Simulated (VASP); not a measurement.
# TePb in VASP: settings compared

Aim: see how the results for TePb move with the level of theory and the settings. Levels: PBE, BLYP. Tasks: single point.

Program: VASP 6.6.1. These are calculated values, not measurements. Logs are shortened: lines on timing, memory, paths and dates and some standing lists are left out, and cuts for length are marked.

### Step 1. The cell of the first run

The typed cell holds 2 atoms: a = 4.002 Å, b = 4.002 Å, c = 4.002 Å, α = 90.00°, β = 90.00°, γ = 90.00°.

### Step 2. Single point, PBE

INCAR reads:

```
SYSTEM = TePb
  PREC = Accurate
  ENCUT = 520
  EDIFF = 1E-6
  ISMEAR = -1
  SIGMA = 0.05
  LREAL = .FALSE.
  LASPH = .TRUE.
  NELM = 60
  ALGO = Normal
  ISIF = 2
  LWAVE = .FALSE.
  LCHARG = .TRUE.
  GGA = PE
  LELF = .TRUE.
  LVHAR = .TRUE.
  NBANDS = 17
```

KPOINTS reads:

```
regular mesh
0
G
  9 9 9
  0 0 0
```

POSCAR reads:

```
TePb
1.0
    4.0022870000      0.0000000000      0.0000000000
    0.0000000000      4.0022870000      0.0000000000
    0.0000000000      0.0000000000      4.0022870000
Pb Te
1 1
Direct
   -0.0096090000      0.0075940000     -0.0102770000
    0.4833350000      0.4970930000      0.4993410000
```

Potentials or basis: VASP PAW PBE potentials, release 64 (Pb_d, Te).

Launch:

```console
cat potpaw_PBE.64/Pb_d/POTCAR potpaw_PBE.64/Te/POTCAR > POTCAR
mpirun -np 1 vasp_std > vasp.out
```

OUTCAR:

```text
SYSTEM = TePb
   PREC = Accurate
   ENCUT = 520
   EDIFF = 1E-6
   ISMEAR = -1
   LREAL = .FALSE.
   LASPH = .TRUE.
   NELM = 60
   ISIF = 2
   GGA = PE

 ion  position               nearest neighbor table
   1  0.990  0.008  0.990-   2 3.40   2 3.44   2 3.45   2 3.45   2 3.48   2 3.48   2 3.50   2 3.53

   2  0.483  0.497  0.499-   1 3.40   1 3.44   1 3.45   1 3.45   1 3.48   1 3.48   1 3.50   1 3.53

  LATTYP: Found a simple cubic cell.
 ALAT       =     4.0022870000

  Lattice vectors:

 A1 = (   4.0022870000,   0.0000000000,   0.0000000000)
 A2 = (   0.0000000000,   4.0022870000,   0.0000000000)
 A3 = (   0.0000000000,   0.0000000000,   4.0022870000)

Analysis of symmetry for initial positions (statically):
=====================================================================
 Subroutine PRICEL returns:
 Original cell was already a primitive cell.

 Routine SETGRP: Setting up the symmetry group for a
 simple cubic supercell.

 Subroutine GETGRP returns: Found  1 space group operations
 (whereof  1 operations were pure point group operations)
 out of a pool of 48 trial point group operations.

The static configuration has the point symmetry C_1 .

Analysis of symmetry for dynamics (positions and initial velocities):
=====================================================================
 Subroutine PRICEL returns:
 Original cell was already a primitive cell.

 Routine SETGRP: Setting up the symmetry group for a
 simple cubic supercell.

 Subroutine GETGRP returns: Found  1 space group operations
 (whereof  1 operations were pure point group operations)
 out of a pool of 48 trial point group operations.

The dynamic configuration has the point symmetry C_1 .

 Subroutine INISYM returns: Found  1 space group operations
 (whereof  1 operations are pure point group operations),
 and found     1 'primitive' translations

----------------------------------------------------------------------------------------

                                     Primitive cell

  volume of cell :      64.1098

  direct lattice vectors                    reciprocal lattice vectors
     4.002287000  0.000000000  0.000000000     0.249857144  0.000000000  0.000000000
     0.000000000  4.002287000  0.000000000     0.000000000  0.249857144  0.000000000
     0.000000000  0.000000000  4.002287000     0.000000000  0.000000000  0.249857144

  length of vectors
     4.002287000  4.002287000  4.002287000     0.249857144  0.249857144  0.249857144

  position of ions in fractional coordinates (direct lattice)
     0.990391000  0.007594000  0.989723000
     0.483335000  0.497093000  0.499341000

  ion indices of the primitive-cell ions
   primitive index   ion index
                 1           1
                 2           2

----------------------------------------------------------------------------------------

 KPOINTS: regular mesh

Automatic generation of k-mesh.
 Grid dimensions read from file:
 generate k-points for:    9    9    9

 Generating k-lattice:

  Cartesian coordinates                     Fractional coordinates (reciprocal lattice)
     0.027761905  0.000000000  0.000000000     0.111111111  0.000000000  0.000000000
     0.000000000  0.027761905  0.000000000     0.000000000  0.111111111  0.000000000
     0.000000000  0.000000000  0.027761905     0.000000000  0.000000000  0.111111111

  Length of vectors
     0.027761905  0.027761905  0.027761905

  Shift w.r.t. Gamma in fractional coordinates (k-lattice)
     0.000000000  0.000000000  0.000000000

 Subroutine IBZKPT returns following result:
 ===========================================

 Found    365 irreducible k-points:

 Following reciprocal coordinates:
            Coordinates               Weight
  0.000000  0.000000  0.000000      1.000000
  0.111111  0.000000  0.000000      2.000000
  0.000000  0.111111  0.000000      2.000000
  0.000000  0.000000  0.111111      2.000000
  0.222222  0.000000  0.000000      2.000000
  0.000000  0.222222  0.000000      2.000000
[... 16 lines left out ...]
 -0.111111  0.222222  0.000000      2.000000
 -0.222222  0.000000  0.111111      2.000000
 [... further k-points ...]
   k-points           NKPTS =    365   k-points in BZ     NKDIM =    365   number of bands    NBANDS=     17
   number of dos      NEDOS =    301   number of ions     NIONS =      2
   total plane-waves  NPLWV =  27000
   dimension x,y,z NGX =    30 NGY =   30 NGZ =   30
   dimension x,y,z NGXF=    60 NGYF=   60 NGZF=   60
   ions per type =               1   1
   NGX,Y,Z   is equivalent  to a cutoff of  12.46, 12.46, 12.46 a.u.
   NGXF,Y,Z  is equivalent  to a cutoff of  24.92, 24.92, 24.92 a.u.
 SYSTEM =  TePb
   PREC   = accura    normal or accurate (medium, high low for compatibility)
   ISTART =      0    job   : 0-new  1-cont  2-samecut
   ICHARG =      2    charge: 1-file 2-atom 10-const
   ISPIN  =      1    spin polarized calculation?
   LNONCOLLINEAR =      F non collinear calculations
   LSORBIT =      F    spin-orbit coupling
   LASPH  =      T    aspherical Exc in radial PAW
   ENCUT  =  520.0 eV  38.22 Ry    6.18 a.u.   7.44  7.44  7.44*2*pi/ulx,y,z
   NELM   =     60;   NELMIN=  2; NELMDL= -5     # of ELM steps
   EDIFF  = 0.1E-05   stopping-criterion for ELM
   LREAL  =      F    real-space projection
   EDIFFG = 0.1E-04   stopping-criterion for IOM
   NSW    =      0    number of steps for IOM
   IBRION =     -1    ionic relax: 0-MD 1-quasi-New 2-CG
   NFREE  =      0    steps in history (QN), initial steepest desc. (CG)
   ISIF   =      2    stress and relaxation
   ISYM   =      2    0-nonsym 1-usesym 2-fastsym
   POTIM  = 0.5000    time-step for ionic-motion
   TEBEG  =    0.0;   TEEND  =   0.0 temperature during run
   PSTRESS=    0.0 pullay stress
   NELECT =      20.0000    total number of electrons
   NUPDOWN=      -1.0000    fix difference up-down
   EMIN   =  10.00;   EMAX   =-10.00  energy-range for DOS
   EFERMI =   0.00;   METHOD = LEGACY
   ISMEAR =    -1;   SIGMA  =   0.05  broadening in eV -4-tet -1-fermi 0-gaus
   EFERMI_NEDOS =   21; number of points for ismear=-14 and -15
   IALGO  =     38    algorithm
   IMIX   =      4    mixing-type and parameters
     AMIX     =   0.40;   BMIX     =  1.00
     AMIX_MAG =   1.60;   BMIX_MAG =  1.00
  volume/ion in A,a.u.               =      32.05       216.32
  Fermi-wavevector in a.u.,A,eV,Ry     =   1.110307  2.098177 16.773027  1.232783
  Thomas-Fermi vector in A             =   2.246857
   LORBIT       =      0    0 simple, 1 ext, 2 COOP (PROOUT), +10 PAW based schemes
   GGA     = PE    functional components
   LHFCALC =     F    Hartree Fock is set to
   AEXX    =    0.0000 exact exchange contribution
   IVDW    =     0    specifies the selected vdW correction
   LEPSILON=     F    determine dielectric tensor
   LRPA    =     F    only Hartree local field effects (RPA)
 non-spin polarized calculation
  energy-cutoff  :      520.00
  volume of cell :       64.11
 maximum number of plane-waves:      1751
 NGX is ok and might be reduce to    30
   NGX = 15   NGY = 15   NGZ = 15

 number of electron      19.9999995 magnetization

 Free energy of the ion-electron system (eV)
  ---------------------------------------------------
  ext. energy  EPLUGINS =         0.00000000
  ---------------------------------------------------
  free energy    TOTEN  =        -7.07960003 eV

  energy without entropy =       -7.06987774  energy(sigma->0) =       -7.07473889

 E-fermi :   6.2679     XC(G=0):  -9.6862

 val. band max:        6.2559146574   @ k =  -0.2222   0.1111   0.1111
 cond. band min:       6.2912661165   @ k =   0.0000   0.4444   0.2222
 fundamental gap:      0.0353514591
 Fermi energy:         6.2679189036

 k-point     1 :       0.0000    0.0000    0.0000
  band No.  band energies     occupation
      1     -10.7419      2.00000
      2     -10.7418      2.00000
      3     -10.6599      2.00000
      4     -10.6598      2.00000
      5     -10.6595      2.00000
      6      -5.7955      2.00000
[... 9 lines left out ...]
     16      16.3315      0.00000
     17      17.3835      0.00000

 k-point     2 :       0.1111    0.0000    0.0000
  band No.  band energies     occupation
      1     -10.7415      2.00000
      2     -10.7337      2.00000
      3     -10.6628      2.00000
      4     -10.6626      2.00000
      5     -10.6595      2.00000
      6      -5.6976      2.00000
[... 9 lines left out ...]
     16      16.8101      0.00000
     17      16.8660      0.00000

 k-point     3 :       0.0000    0.1111    0.0000
  band No.  band energies     occupation
      1     -10.7415      2.00000
      2     -10.7338      2.00000
      3     -10.6628      2.00000
      4     -10.6627      2.00000
      5     -10.6595      2.00000
      6      -5.6977      2.00000
[... 9 lines left out ...]
     16      16.8208      0.00000
     17      16.8743      0.00000

 k-point     4 :       0.0000    0.0000    0.1111
  band No.  band energies     occupation
      1     -10.7415      2.00000
      2     -10.7338      2.00000
      3     -10.6628      2.00000
      4     -10.6626      2.00000
      5     -10.6595      2.00000
      6      -5.6977      2.00000
[... 9 lines left out ...]
     16      16.8167      0.00000
     17      16.8859      0.00000

 k-point     5 :       0.2222    0.0000    0.0000
  band No.  band energies     occupation
      1     -10.7405      2.00000
      2     -10.7132      2.00000
      3     -10.6703      2.00000
      4     -10.6701      2.00000
      5     -10.6590      2.00000
      6      -5.4129      2.00000
[... 9 lines left out ...]
     16      15.4140      0.00000
     17      16.7737      0.00000

 k-point     6 :       0.0000    0.2222    0.0000
  band No.  band energies     occupation
      1     -10.7404      2.00000
      2     -10.7133      2.00000
      3     -10.6703      2.00000
      4     -10.6702      2.00000
      5     -10.6590      2.00000
      6      -5.4132      2.00000
[... 9 lines left out ...]
     16      15.4160      0.00000
     17      16.7735      0.00000

 k-point     7 :       0.0000    0.0000    0.2222
  band No.  band energies     occupation
      1     -10.7404      2.00000
      2     -10.7133      2.00000
      3     -10.6703      2.00000
      4     -10.6702      2.00000
      5     -10.6590      2.00000
      6      -5.4131      2.00000
[... 9 lines left out ...]
     16      15.4154      0.00000
     17      16.7745      0.00000

 k-point     8 :       0.3333    0.0000    0.0000
  band No.  band energies     occupation
      1     -10.7392      2.00000
      2     -10.6900      2.00000
      3     -10.6789      2.00000
      4     -10.6787      2.00000
      5     -10.6584      2.00000
      6      -4.9810      2.00000
[... 9 lines left out ...]
     16      14.9014      0.00000
     17      17.1999      0.00000
[... 203 lines left out ...]
      1     -10.7372      2.00000
      2     -10.7295      2.00000
      3     -10.6660      2.00000
      4     -10.6627      2.00000
      5     -10.6622      2.00000
      6      -5.6006      2.00000
[... 9 lines left out ...]
     16      15.7945      0.00000
     17      16.1899      0.00000

 k-point    20 :       0.2222    0.1111    0.0000
  band No.  band energies     occupation
      1     -10.7348      2.00000
      2     -10.7102      2.00000
      3     -10.6743      2.00000
      4     -10.6699      2.00000
      5     -10.6618      2.00000
      6      -5.3187      2.00000
[... 9 lines left out ...]
     16      15.2298      0.00000
     17      15.8561      0.00000

 k-point    21 :       0.0000    0.2222    0.1111
  band No.  band energies     occupation
      1     -10.7347      2.00000
      2     -10.7103      2.00000
      3     -10.6743      2.00000
      4     -10.6699      2.00000
      5     -10.6617      2.00000
      6      -5.3190      2.00000
[... 9 lines left out ...]
     16      15.2316      0.00000
     17      15.8546      0.00000

 k-point    22 :       0.1111    0.0000    0.2222
  band No.  band energies     occupation
      1     -10.7348      2.00000
      2     -10.7103      2.00000
      3     -10.6743      2.00000
      4     -10.6699      2.00000
      5     -10.6617      2.00000
      6      -5.3189      2.00000
[... 9 lines left out ...]
     16      15.2298      0.00000
     17      15.8549      0.00000

 k-point    23 :      -0.1111    0.2222    0.0000
  band No.  band energies     occupation
      1     -10.7347      2.00000
      2     -10.7103      2.00000
      3     -10.6743      2.00000
      4     -10.6699      2.00000
      5     -10.6617      2.00000
      6      -5.3190      2.00000
[... 9 lines left out ...]
     16      15.2303      0.00000
     17      15.8547      0.00000

 k-point    24 :      -0.2222    0.0000    0.1111
  band No.  band energies     occupation
      1     -10.7348      2.00000
      2     -10.7102      2.00000
      3     -10.6743      2.00000
      4     -10.6699      2.00000
      5     -10.6618      2.00000
      6      -5.3187      2.00000
[... 9 lines left out ...]
     16      15.2293      0.00000
     17      15.8561      0.00000

 [... further k-points ...]

------------------------ aborting loop because EDIFF is reached ----------------------------------------

  FORCE on cell =-STRESS in cart. coord.  units (eV):
  Direction    XX          YY          ZZ          XY          YZ          ZX
  --------------------------------------------------------------------------------------
  -------------------------------------------------------------------------------------
  Total       -0.1236401     -0.1226187     -0.1229241      0.0061586     -0.0083804     -0.0056925
  in kB       -3.0899057     -3.0643789     -3.0720132      0.1539104     -0.2094359     -0.1422623
  external PRESSURE =      -3.0754326 kB  Pullay stress =       0.0000000 kB

 VOLUME and BASIS-vectors are now :
 -----------------------------------------------------------------------------
  energy-cutoff  :      520.00
  volume of cell :       64.11
      direct lattice vectors                 reciprocal lattice vectors
     4.002287000  0.000000000  0.000000000     0.249857144  0.000000000  0.000000000
     0.000000000  4.002287000  0.000000000     0.000000000  0.249857144  0.000000000
     0.000000000  0.000000000  4.002287000     0.000000000  0.000000000  0.249857144

 POSITION                                       TOTAL-FORCE (eV/Angst)
 -----------------------------------------------------------------------------------
      3.96383      0.03039      3.96116         0.007667      0.011533     -0.010625
      1.93445      1.98951      1.99851        -0.007667     -0.011533      0.010625
 -----------------------------------------------------------------------------------
    total drift:                               -0.000047      0.000016     -0.000137

  FREE ENERGIE OF THE ION-ELECTRON SYSTEM (eV)
  ---------------------------------------------------
  free  energy   TOTEN  =        -7.0796000336 eV

  energy  without entropy=       -7.0698777373  energy(sigma->0) =       -7.07473889
```

It took 4.7 min on 1 thread of AMD EPYC 7R43 (Zen 3), shared host; peak memory 0.45 GiB.

What came out:

* Free energy: -7.0796 eV
* Pressure: -0.3 GPa
* Largest force: 0.017 eV/Å
* Band gap on the k mesh: zero (bands 10 and 11 overlap by 0.92 eV)

Forces in eV/Å, atoms in the order of the input:
```
Pb   0.008  0.012 -0.011
Te  -0.008 -0.012  0.011
```

Caveat: spin-orbit coupling is left out, which moves the levels of the heavy elements.

[end of part 1 of 2]
